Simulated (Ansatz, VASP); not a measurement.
# One calculation of MoS2, two programs

File INCAR:

```
PREC     = Accurate       # precision mode
ENCUT    = 520            # plane-wave cutoff, eV
EDIFF    = 1E-6           # SCF threshold, eV
ISMEAR   = 0              # smearing method
SIGMA    = 0.02           # smearing width, eV
LREAL    = F              # projectors in reciprocal space
LASPH    = T              # aspherical terms in the spheres
NELM     = 100            # most SCF steps
ALGO     = Normal         # electronic algorithm
ISIF     = 2              # what is computed and relaxed
LWAVE    = F              # write WAVECAR
LCHARG   = T              # write CHGCAR
GGA      = PS             # functional
LELF     = T              # ELF
LVHAR    = T            
NBANDS   = 35             # bands
```

Contents of KPOINTS:

```
regular mesh
0
Gamma
  12 12 2
```

POSCAR

```
MoS2
1.0
    2.9529050946      0.0000000000      0.0000000000
   -1.4764525473      2.5572908269      0.0000000000
    0.0000000000      0.0000000000     12.9474606635
Mo S
2 4
Direct
    0.6666666667      0.3333333333      0.2500000000
    0.3333333333      0.6666666667      0.7500000000
    0.6666666667      0.3333333333      0.6240750900
    0.3333333333      0.6666666667      0.3759249100
    0.6666666667      0.3333333333      0.8759249100
    0.3333333333      0.6666666667      0.1240750900
```

Input for Ansatz:

```yaml
crystal:
  lattice:
    - [2.9529050946, 0.0, 0.0]
    - [-1.4764525473, 2.5572908269, 0.0]
    - [0.0, 0.0, 12.9474606635]
  atoms:
    - { symbol: Mo, position: [0.6666666667, 0.3333333333, 0.25] }
    - { symbol: Mo, position: [0.3333333333, 0.6666666667, 0.75] }
    - { symbol: S, position: [0.6666666667, 0.3333333333, 0.62407509] }
    - { symbol: S, position: [0.3333333333, 0.6666666667, 0.37592491] }
    - { symbol: S, position: [0.6666666667, 0.3333333333, 0.87592491] }
    - { symbol: S, position: [0.3333333333, 0.6666666667, 0.12407509] }
basis:
  ecutwfc: 420
kpoints:
  mp_grid: { grid: [12, 12, 2] }
  band_path: { path: [VBM, CBM], npoints: 2 }
hamiltonian:
  xc: pbesol
scf:
  occupations: { method: gaussian, width: 0.02 }
output:
  forces: true
  stress: true
  eigenvalues: true
checkpoint:
  read: start.run
  write: ck
  compress: false
  write_wavefunctions: false
  write_every: 100000
```

Alike in both runs: task single point; functional PBEsol; k mesh 12 × 12 × 2; occupations gaussian, width 0.02 eV; no spin polarisation.

|  | VASP | Ansatz |
| --- | --- | --- |
| version | VASP 6.6.1 | Ansatz 0.2.0 |
| potentials or method | VASP PAW PBE potentials, release 64 (Mo_sv, S), cutoff 520 eV | scalar-relativistic, plane waves, PAW |
| valence electrons in the cell | 52 | 52 |

Ansatz gave:

* gap on the k mesh at the Fermi level (eV): 1.08
* least direct gap on the mesh (eV): 1.85
* pressure (GPa): 13.7
* traceless stress, the component that is largest in VASP (GPa): -13.70

**Question.** Estimate VASP's values.

**Answer.** gap on the k mesh at the Fermi level (eV): 1.08; least direct gap on the mesh (eV): 1.85; pressure (GPa): 13.7; traceless stress, the component that is largest in VASP (GPa): -13.79.

VASP's potentials were made for PBE, not for PBEsol.
